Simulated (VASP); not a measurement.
# Au (I4/mmm) in VASP: a series of runs

Au is run at these levels: PBE; tasks: single point.

Everything below comes from runs of VASP 6.6.1. Logs are shortened: lines on timing, memory, paths and dates and some standing lists are left out, and cuts for length are marked.

## Step 1: The cell of the first run

The structure is tetragonal, space group I4/mmm (No. 139). The conventional cell has a = 2.878 Å, b = 2.878 Å, c = 4.151 Å, α = 90.00°, β = 90.00°, γ = 90.00°. Au (site symmetry 4/mmm) has 12 Au at 2.88 to 2.91 Å within 3.8 Å.

## Step 2: Single point, PBE

Contents of INCAR:

```
SYSTEM = Au
PREC     = Accurate       ! precision mode
ENCUT    = 520            ! plane-wave cutoff, eV
EDIFF    = 1E-7           ! SCF threshold, eV
ISMEAR   = -1             ! smearing method
SIGMA    = 0.05           ! smearing width, eV
LREAL    = .FALSE.        ! projectors in reciprocal space
LASPH    = .TRUE.         ! aspherical terms in the spheres
NELM     = 60             ! most SCF steps
ALGO     = Normal         ! electronic algorithm
ISIF     = 2              ! what is computed and relaxed
LWAVE    = .FALSE.        ! write WAVECAR
LCHARG   = .FALSE.        ! write CHGCAR
GGA      = PE             ! functional
NBANDS   = 12             ! bands
```

Contents of KPOINTS:

```
regular mesh
0
G
  9 9 9
  0 0 0
```

Contents of POSCAR:

```
Au
1.0
    0.0000000000      2.0350000000      2.0757000000
    2.0350000000      0.0000000000      2.0757000000
    2.0350000000      2.0350000000      0.0000000000
Au
1
Direct
    0.0000000000      0.0000000000      0.0000000000
```

Potentials or basis: VASP PAW PBE potentials, release 64 (Au).

Run with:

```bash
$ cat potpaw_PBE.64/Au/POTCAR > POTCAR
$ mpirun -np 1 vasp_std > vasp.out
```

OUTCAR:

```text
SYSTEM = Au
   PREC = Accurate
   ENCUT = 520
   EDIFF = 1E-7
   ISMEAR = -1
   LREAL = .FALSE.
   LASPH = .TRUE.
   NELM = 60
   ISIF = 2
   GGA = PE

 ion  position               nearest neighbor table
   1  0.000  0.000  0.000-

  LATTYP: Found a body centered tetragonal cell.
 ALAT       =     2.8779245994
 C/A-ratio  =     1.4424978336

  Lattice vectors:

 A1 = (  -2.0350000000,   0.0000000000,   2.0757000000)
 A2 = (   2.0350000000,   0.0000000000,   2.0757000000)
 A3 = (   0.0000000000,   2.0350000000,  -2.0757000000)

Analysis of symmetry for initial positions (statically):
=====================================================================
 Subroutine PRICEL returns:
 Original cell was already a primitive cell.

 Routine SETGRP: Setting up the symmetry group for a
 body centered tetragonal supercell.

 Subroutine GETGRP returns: Found 16 space group operations
 (whereof 16 operations were pure point group operations)
 out of a pool of 16 trial point group operations.

The static configuration has the point symmetry D_4h.

Analysis of symmetry for dynamics (positions and initial velocities):
=====================================================================
 Subroutine PRICEL returns:
 Original cell was already a primitive cell.

 Routine SETGRP: Setting up the symmetry group for a
 body centered tetragonal supercell.

 Subroutine GETGRP returns: Found 16 space group operations
 (whereof 16 operations were pure point group operations)
 out of a pool of 16 trial point group operations.

The dynamic configuration has the point symmetry D_4h.

 Subroutine INISYM returns: Found 16 space group operations
 (whereof 16 operations are pure point group operations),
 and found     1 'primitive' translations

----------------------------------------------------------------------------------------

                                     Primitive cell

  volume of cell :      17.1919

  direct lattice vectors                    reciprocal lattice vectors
     0.000000000  2.035000000  2.075700000    -0.245700246  0.245700246  0.240882594
     2.035000000  0.000000000  2.075700000     0.245700246 -0.245700246  0.240882594
     2.035000000  2.035000000  0.000000000     0.245700246  0.245700246 -0.240882594

  length of vectors
     2.906846313  2.906846313  2.877924599     0.422802135  0.422802135  0.422802135

  position of ions in fractional coordinates (direct lattice)
     0.000000000  0.000000000  0.000000000

  ion indices of the primitive-cell ions
   primitive index   ion index
                 1           1

----------------------------------------------------------------------------------------

 KPOINTS: regular mesh

Automatic generation of k-mesh.
 Grid dimensions read from file:
 generate k-points for:    9    9    9

 Generating k-lattice:

  Cartesian coordinates                     Fractional coordinates (reciprocal lattice)
    -0.027300027  0.027300027  0.026764733     0.111111111 -0.000000000  0.000000000
     0.027300027 -0.027300027  0.026764733    -0.000000000  0.111111111  0.000000000
     0.027300027  0.027300027 -0.026764733     0.000000000  0.000000000  0.111111111

  Length of vectors
     0.046978015  0.046978015  0.046978015

  Shift w.r.t. Gamma in fractional coordinates (k-lattice)
     0.000000000  0.000000000  0.000000000

 Subroutine IBZKPT returns following result:
 ===========================================

 Found     75 irreducible k-points:

 Following reciprocal coordinates:
            Coordinates               Weight
  0.000000  0.000000  0.000000      1.000000
  0.111111 -0.000000  0.000000      8.000000
  0.222222  0.000000  0.000000      8.000000
  0.333333  0.000000  0.000000      8.000000
  0.444444  0.000000  0.000000      8.000000
  0.111111  0.111111  0.000000      2.000000
[... 16 lines left out ...]
 -0.333333  0.333333  0.000000      4.000000
  0.444444  0.444444  0.000000      2.000000
 [... further k-points ...]
   k-points           NKPTS =     75   k-points in BZ     NKDIM =     75   number of bands    NBANDS=     12
   number of dos      NEDOS =    301   number of ions     NIONS =      1
   total plane-waves  NPLWV =  13824
   dimension x,y,z NGX =    24 NGY =   24 NGZ =   24
   dimension x,y,z NGXF=    48 NGYF=   48 NGZF=   48
   ions per type =               1
   NGX,Y,Z   is equivalent  to a cutoff of  13.73, 13.73, 13.86 a.u.
   NGXF,Y,Z  is equivalent  to a cutoff of  27.45, 27.45, 27.73 a.u.
 SYSTEM =  Au
   PREC   = accura    normal or accurate (medium, high low for compatibility)
   ISTART =      0    job   : 0-new  1-cont  2-samecut
   ICHARG =      2    charge: 1-file 2-atom 10-const
   ISPIN  =      1    spin polarized calculation?
   LNONCOLLINEAR =      F non collinear calculations
   LSORBIT =      F    spin-orbit coupling
   LASPH  =      T    aspherical Exc in radial PAW
   ENCUT  =  520.0 eV  38.22 Ry    6.18 a.u.   5.40  5.40  5.35*2*pi/ulx,y,z
   NELM   =     60;   NELMIN=  2; NELMDL= -5     # of ELM steps
   EDIFF  = 0.1E-06   stopping-criterion for ELM
   LREAL  =      F    real-space projection
   EDIFFG = 0.1E-05   stopping-criterion for IOM
   NSW    =      0    number of steps for IOM
   IBRION =     -1    ionic relax: 0-MD 1-quasi-New 2-CG
   NFREE  =      0    steps in history (QN), initial steepest desc. (CG)
   ISIF   =      2    stress and relaxation
   ISYM   =      2    0-nonsym 1-usesym 2-fastsym
   POTIM  = 0.5000    time-step for ionic-motion
   TEBEG  =    0.0;   TEEND  =   0.0 temperature during run
   PSTRESS=    0.0 pullay stress
   NELECT =      11.0000    total number of electrons
   NUPDOWN=      -1.0000    fix difference up-down
   EMIN   =  10.00;   EMAX   =-10.00  energy-range for DOS
[... 5 lines left out ...]
     AMIX     =   0.40;   BMIX     =  1.00
     AMIX_MAG =   1.60;   BMIX_MAG =  1.00
  volume/ion in A,a.u.               =      17.19       116.02
  Fermi-wavevector in a.u.,A,eV,Ry     =   1.410689  2.665816 27.076182  1.990043
  Thomas-Fermi vector in A             =   2.532617
   LORBIT       =      0    0 simple, 1 ext, 2 COOP (PROOUT), +10 PAW based schemes
   GGA     = PE    functional components
   LHFCALC =     F    Hartree Fock is set to
   AEXX    =    0.0000 exact exchange contribution
   IVDW    =     0    specifies the selected vdW correction
   LEPSILON=     F    determine dielectric tensor
   LRPA    =     F    only Hartree local field effects (RPA)
 non-spin polarized calculation
  energy-cutoff  :      520.00
  volume of cell :       17.19
 maximum number of plane-waves:       477
 NGX is ok and might be reduce to    24
   NGX = 11   NGY = 11   NGZ = 11

 number of electron      11.0000000 magnetization

 Free energy of the ion-electron system (eV)
  ---------------------------------------------------
  ext. energy  EPLUGINS =         0.00000000
  ---------------------------------------------------
  free energy    TOTEN  =        -3.22937914 eV

  energy without entropy =       -3.22914323  energy(sigma->0) =       -3.22926118

 E-fermi :   9.2993     XC(G=0): -12.6630

 val. band max:        9.2404942433   @ k =   0.4444   0.4444   0.0000
 cond. band min:       9.5414802088   @ k =   0.4444   0.0000   0.4444
 fundamental gap:      0.3009859655
 Fermi energy:         9.2993385593

 k-point     1 :       0.0000    0.0000    0.0000
  band No.  band energies     occupation
      1      -0.4335      2.00000
      2       4.5746      2.00000
      3       4.7464      2.00000
      4       4.7464      2.00000
      5       6.0789      2.00000
      6       6.2739      2.00000
      7      23.8701      0.00000
      8      27.5917      0.00000
      9      27.9235      0.00000
     10      27.9235      0.00000
     11      32.6966      0.00000
     12      37.1024      0.00000

 k-point     2 :       0.1111   -0.0000    0.0000
  band No.  band energies     occupation
      1      -0.0135      2.00000
      2       4.5438      2.00000
      3       4.7854      2.00000
      4       4.8803      2.00000
      5       6.0397      2.00000
      6       6.2114      2.00000
      7      24.2750      0.00000
      8      25.6288      0.00000
      9      28.1842      0.00000
     10      28.4052      0.00000
     11      32.9919      0.00000
     12      35.1313      0.00000

 k-point     3 :       0.2222    0.0000    0.0000
  band No.  band energies     occupation
      1       1.0639      2.00000
      2       4.4736      2.00000
      3       4.9035      2.00000
      4       5.0486      2.00000
      5       6.1945      2.00000
      6       6.2769      2.00000
      7      21.5183      0.00000
      8      25.0245      0.00000
      9      29.1010      0.00000
     10      29.2922      0.00000
     11      30.9177      0.00000
     12      32.4050      0.00000
[... 286 lines left out ...]
 k-point    23 :      -0.3333    0.3333    0.0000
  band No.  band energies     occupation
      1       3.2173      2.00000
      2       4.0854      2.00000
      3       4.8227      2.00000
      4       6.0808      2.00000
      5       6.9435      2.00000
      6      11.8704      0.00000
      7      15.5794      0.00000
      8      16.1494      0.00000
      9      23.8170      0.00000
     10      26.3848      0.00000
     11      34.3960      0.00000
     12      34.9871      0.00000

 k-point    24 :       0.4444    0.4444    0.0000
  band No.  band energies     occupation
      1       2.3694      2.00000
      2       2.7037      2.00000
      3       7.2906      2.00000
      4       7.5369      2.00000
      5       7.5369      2.00000
      6       9.2405      1.52877
      7      15.8864      0.00000
      8      19.8336      0.00000
      9      19.8336      0.00000
     10      26.5489      0.00000
     11      29.0881      0.00000
     12      37.2247      0.00000

 [... further k-points ...]

------------------------ aborting loop because EDIFF is reached ----------------------------------------

  FORCE on cell =-STRESS in cart. coord.  units (eV):
  Direction    XX          YY          ZZ          XY          YZ          ZX
  --------------------------------------------------------------------------------------
  -------------------------------------------------------------------------------------
  Total        0.7562125      0.7562125      0.6364672      0.0000000      0.0000000      0.0000000
  in kB       70.4743424     70.4743424     59.3148144      0.0000000      0.0000000      0.0000000
  external PRESSURE =      66.7544997 kB  Pullay stress =       0.0000000 kB

 VOLUME and BASIS-vectors are now :
 -----------------------------------------------------------------------------
  energy-cutoff  :      520.00
  volume of cell :       17.19
      direct lattice vectors                 reciprocal lattice vectors
     0.000000000  2.035000000  2.075700000    -0.245700246  0.245700246  0.240882594
     2.035000000  0.000000000  2.075700000     0.245700246 -0.245700246  0.240882594
     2.035000000  2.035000000  0.000000000     0.245700246  0.245700246 -0.240882594

 POSITION                                       TOTAL-FORCE (eV/Angst)
 -----------------------------------------------------------------------------------
      0.00000      0.00000      0.00000         0.000000     -0.000000      0.000000
 -----------------------------------------------------------------------------------
    total drift:                               -0.000000      0.000000      0.000000

  FREE ENERGIE OF THE ION-ELECTRON SYSTEM (eV)
  ---------------------------------------------------
  free  energy   TOTEN  =        -3.2293791353 eV

  energy  without entropy=       -3.2291432310  energy(sigma->0) =       -3.22926118
```

Wall time 16 s (1 thread of Intel Xeon 8259CL, shared host); peak memory 0.15 GiB.

What came out:

| Quantity | Value |
| --- | --- |
| Free energy | -3.2294 eV |
| Pressure | 6.7 GPa |

Caveat: spin-orbit coupling is left out, which moves the levels of the heavy elements.

## Step 3: Single point, PBE

This run uses another cell than the first one, of 17.53 Å³/atom, 1.020 times its volume.

Contents of INCAR:

```
SYSTEM = Au
PREC = Accurate
ENCUT = 520
EDIFF = 1E-7
ISMEAR = -1
SIGMA = 0.05
LREAL = .FALSE.
LASPH = .TRUE.
NELM = 60
ALGO = Normal
ISIF = 2
LWAVE = .FALSE.
LCHARG = .FALSE.
GGA = PE
NBANDS = 12
```

KPOINTS is that of step 2.

Contents of POSCAR:

```
Au
1.0
    0.0000000000      2.0350000000      2.1164000000
    2.0350000000      0.0000000000      2.1164000000
    2.0350000000      2.0350000000      0.0000000000
Au
1
Direct
    0.0000000000      0.0000000000      0.0000000000
```

Potentials or basis: VASP PAW PBE potentials, release 64 (Au).

Run with:

```bash
$ cat potpaw_PBE.64/Au/POTCAR > POTCAR
$ mpirun -np 1 vasp_std > vasp.out
```

It took 18 s on 1 thread of Intel Xeon 8259CL, shared host; peak memory 0.15 GiB.

It converged, with:

| Item | Value |
| --- | --- |
| Free energy | -3.2376 eV |
| Pressure | 3.4 GPa |

Stress tensor (GPa, compression positive):
```
4.25 0.00 0.00
0.00 4.25 0.00
0.00 0.00 1.69
```

Levels at points of the mesh, in eV from the Fermi level:
| k point | band 3 | band 4 | band 5 | band 6 | band 7 | band 8 | band 9 | band 10 |
| --- | --- | --- | --- | --- | --- | --- | --- | --- |
| (0.00, 0.00, 0.00) | -4.36 | -4.36 | -3.23 | -2.85 | 14.64 | 18.05 | 18.67 | 18.67 |

Caveat: spin-orbit coupling is left out, which moves the levels of the heavy elements.
